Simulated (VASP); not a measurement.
The system is BAs.

```
B As
1.0
     0.00000    2.39187    2.39187
     2.39187    0.00000    2.39187
     2.39187    2.39187    0.00000
B As
1 1
Direct
  0.00000 0.00000 0.00000
  0.25000 0.25000 0.25000
```

Base run:

```yaml
Program: VASP 6.6.1
Functional: PBE
Potentials_or_basis: VASP PAW PBE potentials, release 64 (B, As)
Cutoff: 520 eV
k_mesh: 10 × 10 × 10
Occupations: fermi-dirac, width 0.02 eV
Spin: no spin polarisation
```

Its results: band gap on the k mesh 1.18 eV, indirect (least direct gap 3.27 eV); pressure 2.8 GPa.

Task: The run is repeated on the same cell with these changes: functional from PBE to r2SCAN; occupations from fermi-dirac, width 0.02 eV to gaussian, width 0.01 eV. What comes out?

Result: Band gap on the k mesh 1.37 eV, indirect (least direct gap 3.44 eV); pressure 0.3 GPa.

Caveats: the PAW data sets were made with another functional, which shifts forces and pressure a little (some runs).

A k mesh can miss the band edges.
